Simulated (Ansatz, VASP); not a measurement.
Na: VASP beside Ansatz

```xyz
1
Lattice="-2.0973 2.0973 2.0973 2.0973 -2.0973 2.0973 2.0973 2.0973 -2.0973" Properties=species:S:1:pos:R:3 pbc="T T T"
Na    0.0000    0.0000    0.0000
```

Alike in both runs: task single point; functional r2SCAN; k mesh 9 × 9 × 9; occupations fermi-dirac, width 0.05 eV; no spin polarisation.

|  | VASP | Ansatz |
| --- | --- | --- |
| version | VASP 6.6.1 | Ansatz 0.2.0 |
| potentials or method | VASP PAW PBE potentials, release 64 (Na_pv) | Ansatz PAW |
| plane-wave cutoff (eV) | 520 | 500 |
| valence electrons in the cell | 7 | 9 |

|  | VASP | Ansatz | Ansatz less VASP |
| --- | --- | --- | --- |
| gap on the k mesh at the Fermi level (eV) | none | none | - |
| pressure (GPa) | 0.2 | 0.2 | -0.09 |

VASP's potentials were made for PBE, not for r2SCAN. A gap of «none» marks a metal or a gap that the smearing closes. With one functional, cell and mesh, what is left measures potentials, basis and numerics. VASP's potentials hold 7 valence electrons a cell and Ansatz's 9, so a difference there can come from the potentials and not from the codes.
